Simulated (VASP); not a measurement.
# PbS2 (R-3m) in VASP: a series of runs, part 2 of 2

VASP 6.6.1. Earlier steps stand in the parts before.

## 4. Single point, r2SCAN

Contents of POSCAR:

```
PbS2
1.0
    1.9098773987      1.1026682303      5.8973836042
   -1.9098773987      1.1026682303      5.8973836042
    0.0000000000     -2.2053364605      5.8973836042
Pb S
1 2
Direct
    0.0000000000      0.0000000000      0.0000000000
    0.2472450479      0.2472450479      0.2472450479
    0.7527549521      0.7527549521      0.7527549521
```

Contents of INCAR.step1:

```
SYSTEM = PbS2
ALGO = Normal ; EDIFF = 1E-4
ENCUT = 520 ; GGA = PE
ISMEAR = -1 ; LASPH = .True.
LCHARG = .False. ; LREAL = .False.
LWAVE = .True. ; NBANDS = 20
NELM = 80 ; PREC = Accurate
SIGMA = 0.02
```

Contents of INCAR.step2:

```
SYSTEM = PbS2
ALGO = Normal ; EDIFF = 1E-6
ENCUT = 520 ; ISIF = 2
ISMEAR = -1 ; ISTART = 1
LASPH = .True. ; LCHARG = .True.
LELF = .True. ; LMIXTAU = .True.
LREAL = .False. ; LVHAR = .True.
LWAVE = .False. ; METAGGA = R2SCAN
NBANDS = 20 ; NELM = 80
PREC = Accurate ; SIGMA = 0.02
```

Contents of KPOINTS:

```
k-points
0
Gamma
  6 6 6
  0 0 0
```

Potentials or basis: VASP PAW PBE potentials, release 64 (Pb_d, S).

Command:

```console
$ cat potpaw_PBE.64/Pb_d/POTCAR potpaw_PBE.64/S/POTCAR > POTCAR
$ cp INCAR.step1 INCAR
$ mpirun -np 1 vasp_std > vasp.out
$ cp INCAR.step2 INCAR
$ mpirun -np 1 vasp_std > vasp.out
```

OUTCAR:

```text
SYSTEM = PbS2
   EDIFF = 1E-6
   ENCUT = 520
   ISIF = 2
   ISMEAR = -1
   ISTART = 1
   LASPH = .True.
   LREAL = .False.
   METAGGA = R2SCAN
   NELM = 80
   PREC = Accurate

 ion  position               nearest neighbor table
   1  0.000  0.000  0.000-   3 2.68   2 2.68   3 2.68   3 2.68   2 2.68   2 2.68
   2  0.247  0.247  0.247-   1 2.68   1 2.68   1 2.68
   3  0.753  0.753  0.753-   1 2.68   1 2.68   1 2.68

  LATTYP: Found a trigonal (rhomboedric) cell.
 ALAT       =     6.2962403289
 COS(alpha) =     0.8159743413

  Lattice vectors:

 A1 = (   1.9098773987,   1.1026682303,   5.8973836042)
 A2 = (  -1.9098773987,   1.1026682303,   5.8973836042)
 A3 = (   0.0000000000,  -2.2053364605,   5.8973836042)

Analysis of symmetry for initial positions (statically):
=====================================================================
 Subroutine PRICEL returns:
 Original cell was already a primitive cell.

 Routine SETGRP: Setting up the symmetry group for a
 trigonal (rhombohedral) supercell.

 Subroutine GETGRP returns: Found 12 space group operations
 (whereof 12 operations were pure point group operations)
 out of a pool of 12 trial point group operations.

The static configuration has the point symmetry D_3d.

Analysis of symmetry for dynamics (positions and initial velocities):
=====================================================================
 Subroutine PRICEL returns:
 Original cell was already a primitive cell.

 Routine SETGRP: Setting up the symmetry group for a
 trigonal (rhombohedral) supercell.

 Subroutine GETGRP returns: Found 12 space group operations
 (whereof 12 operations were pure point group operations)
 out of a pool of 12 trial point group operations.

The dynamic configuration has the point symmetry D_3d.

 Subroutine INISYM returns: Found 12 space group operations
 (whereof 12 operations are pure point group operations),
 and found     1 'primitive' translations

----------------------------------------------------------------------------------------

                                     Primitive cell

  volume of cell :      74.5180

  direct lattice vectors                    reciprocal lattice vectors
     1.909877399  1.102668230  5.897383604     0.261796909  0.151148516  0.056522240
    -1.909877399  1.102668230  5.897383604    -0.261796909  0.151148516  0.056522240
     0.000000000 -2.205336460  5.897383604     0.000000000 -0.302297032  0.056522240

  length of vectors
     6.296240329  6.296240329  6.296240329     0.307535785  0.307535785  0.307535785

  position of ions in fractional coordinates (direct lattice)
     0.000000000  0.000000000  0.000000000
     0.247245048  0.247245048  0.247245048
     0.752754952  0.752754952  0.752754952

  ion indices of the primitive-cell ions
   primitive index   ion index
                 1           1
                 2           2
                 3           3

----------------------------------------------------------------------------------------

 KPOINTS: k-points

Automatic generation of k-mesh.
 Grid dimensions read from file:
 generate k-points for:    6    6    6

 Generating k-lattice:

  Cartesian coordinates                     Fractional coordinates (reciprocal lattice)
     0.043632818  0.025191419  0.009420373     0.166666667 -0.000000000  0.000000000
    -0.043632818  0.025191419  0.009420373    -0.000000000  0.166666667  0.000000000
     0.000000000 -0.050382839  0.009420373     0.000000000  0.000000000  0.166666667

  Length of vectors
     0.051255964  0.051255964  0.051255964

  Shift w.r.t. Gamma in fractional coordinates (k-lattice)
     0.000000000  0.000000000  0.000000000

 Subroutine IBZKPT returns following result:
 ===========================================

 Found     32 irreducible k-points:

 Following reciprocal coordinates:
            Coordinates               Weight
  0.000000  0.000000  0.000000      1.000000
  0.166667  0.000000  0.000000      6.000000
  0.333333  0.000000  0.000000      6.000000
  0.500000  0.000000  0.000000      3.000000
  0.166667  0.166667  0.000000      6.000000
  0.333333  0.166667  0.000000     12.000000
[... 16 lines left out ...]
  0.500000  0.500000  0.166667      6.000000
 -0.333333  0.500000  0.166667     12.000000
 [... further k-points ...]
   k-points           NKPTS =     32   k-points in BZ     NKDIM =     32   number of bands    NBANDS=     20
   number of dos      NEDOS =    301   number of ions     NIONS =      3
   total plane-waves  NPLWV = 110592
   dimension x,y,z NGX =    48 NGY =   48 NGZ =   48
   dimension x,y,z NGXF=    96 NGYF=   96 NGZF=   96
   ions per type =               1   2
   NGX,Y,Z   is equivalent  to a cutoff of  12.67, 12.67, 12.67 a.u.
   NGXF,Y,Z  is equivalent  to a cutoff of  25.35, 25.35, 25.35 a.u.
 SYSTEM =  PbS2
   PREC   = accura    normal or accurate (medium, high low for compatibility)
   ISTART =      1    job   : 0-new  1-cont  2-samecut
   ICHARG =      0    charge: 1-file 2-atom 10-const
   ISPIN  =      1    spin polarized calculation?
   LNONCOLLINEAR =      F non collinear calculations
   LSORBIT =      F    spin-orbit coupling
   LASPH  =      T    aspherical Exc in radial PAW
   ENCUT  =  520.0 eV  38.22 Ry    6.18 a.u.  11.71 11.71 11.71*2*pi/ulx,y,z
   NELM   =     80;   NELMIN=  2; NELMDL=  0     # of ELM steps
   EDIFF  = 0.1E-05   stopping-criterion for ELM
   LREAL  =      F    real-space projection
   EDIFFG = 0.1E-04   stopping-criterion for IOM
   NSW    =      0    number of steps for IOM
   IBRION =     -1    ionic relax: 0-MD 1-quasi-New 2-CG
   NFREE  =      0    steps in history (QN), initial steepest desc. (CG)
   ISIF   =      2    stress and relaxation
   ISYM   =      2    0-nonsym 1-usesym 2-fastsym
   POTIM  = 0.5000    time-step for ionic-motion
   TEBEG  =    0.0;   TEEND  =   0.0 temperature during run
   PSTRESS=    0.0 pullay stress
   NELECT =      26.0000    total number of electrons
   NUPDOWN=      -1.0000    fix difference up-down
   EMIN   =  10.00;   EMAX   =-10.00  energy-range for DOS
   EFERMI =   0.00;   METHOD = LEGACY
   ISMEAR =    -1;   SIGMA  =   0.02  broadening in eV -4-tet -1-fermi 0-gaus
   EFERMI_NEDOS =   21; number of points for ismear=-14 and -15
   IALGO  =     38    algorithm
   IMIX   =      4    mixing-type and parameters
     AMIX     =   0.40;   BMIX     =  1.00
     AMIX_MAG =   1.60;   BMIX_MAG =  1.00
  volume/ion in A,a.u.               =      24.84       167.62
  Fermi-wavevector in a.u.,A,eV,Ry     =   1.152512  2.177933 18.072413  1.328285
  Thomas-Fermi vector in A             =   2.289163
   LORBIT       =      0    0 simple, 1 ext, 2 COOP (PROOUT), +10 PAW based schemes
   METAGGA = R2SCAN    functional components
   LHFCALC =     F    Hartree Fock is set to
   AEXX    =    0.0000 exact exchange contribution
   IVDW    =     0    specifies the selected vdW correction
   LEPSILON=     F    determine dielectric tensor
   LRPA    =     F    only Hartree local field effects (RPA)
 non-spin polarized calculation
  energy-cutoff  :      520.00
  volume of cell :       74.52
 maximum number of plane-waves:      2028
   NGX = 23   NGY = 23   NGZ = 23

 number of electron      25.9999998 magnetization

 Free energy of the ion-electron system (eV)
  ---------------------------------------------------
  ext. energy  EPLUGINS =         0.00000000
  ---------------------------------------------------
  free energy    TOTEN  =       -72.46443882 eV

  energy without entropy =      -72.46439191  energy(sigma->0) =      -72.46441537

 E-fermi :   3.9372     XC(G=0):  -9.9517

 val. band max:        3.8225477688   @ k =  -0.1667   0.1667   0.0000
 cond. band min:       4.0375889396   @ k =   0.5000   0.5000   0.0000
 fundamental gap:      0.2150411708
 Fermi energy:         3.9372233864

 k-point     1 :       0.0000    0.0000    0.0000
  band No.  band energies     occupation
      1     -13.1470      2.00000
      2     -13.1470      2.00000
      3     -13.0687      2.00000
      4     -13.0087      2.00000
      5     -13.0087      2.00000
      6     -10.3512      2.00000
[... 12 lines left out ...]
     19      13.5055      0.00000
     20      13.5055      0.00000

 k-point     2 :       0.1667    0.0000    0.0000
  band No.  band energies     occupation
      1     -13.2119      2.00000
      2     -13.1228      2.00000
      3     -13.0467      2.00000
      4     -13.0253      2.00000
      5     -13.0042      2.00000
      6     -10.0518      2.00000
[... 498 lines left out ...]
 k-point    24 :      -0.3333    0.5000    0.1667
  band No.  band energies     occupation
      1     -13.3585      2.00000
      2     -13.1489      2.00000
      3     -13.0546      2.00000
      4     -12.9838      2.00000
      5     -12.9533      2.00000
      6      -8.4502      2.00000
[... 12 lines left out ...]
     19      13.4702      0.00000
     20      15.3012      0.00000

 [... further k-points ...]
[... 5 lines left out ...]
  --------------------------------------------------------------------------------------
  -------------------------------------------------------------------------------------
  Total        0.4654989      0.4654989      0.3864658      0.0000000      0.0000000      0.0000000
  in kB       10.0084822     10.0084822      8.3092284      0.0000000      0.0000000      0.0000000
  external PRESSURE =       9.4420642 kB  Pullay stress =       0.0000000 kB

 VOLUME and BASIS-vectors are now :
 -----------------------------------------------------------------------------
  energy-cutoff  :      520.00
  volume of cell :       74.52
      direct lattice vectors                 reciprocal lattice vectors
     1.909877399  1.102668230  5.897383604     0.261796909  0.151148516  0.056522240
    -1.909877399  1.102668230  5.897383604    -0.261796909  0.151148516  0.056522240
     0.000000000 -2.205336460  5.897383604     0.000000000 -0.302297032  0.056522240

 POSITION                                       TOTAL-FORCE (eV/Angst)
 -----------------------------------------------------------------------------------
      0.00000      0.00000      0.00000         0.000000      0.000000      0.000000
      0.00000      0.00000      4.37430         0.000000      0.000000      0.023867
      0.00000      0.00000     13.31785         0.000000     -0.000000     -0.023867
 -----------------------------------------------------------------------------------
    total drift:                               -0.000000     -0.000000     -0.000000

  FREE ENERGIE OF THE ION-ELECTRON SYSTEM (eV)
  ---------------------------------------------------
  free  energy   TOTEN  =       -72.4644388220 eV

  energy  without entropy=      -72.4643919094  energy(sigma->0) =      -72.46441537
```

Wall time 12 min (1 thread of AMD EPYC 7R43 (Zen 3), shared host); peak memory 0.32 GiB.

Results:

* Free energy: -72.4644 eV
* Pressure: 0.9 GPa
* Largest force: 0.024 eV/Å
* Band gap on the k mesh: 0.22 eV, indirect (least direct gap 0.37 eV)

Forces on the atoms (eV/Å):
```
Pb   0.000  0.000  0.000
S    0.000  0.000  0.024
S    0.000  0.000 -0.024
```

Caveat: the PAW data sets were made with another functional, which shifts forces and pressure a little; spin-orbit coupling is left out, which moves the levels of the heavy elements. A k mesh can miss the band edges.
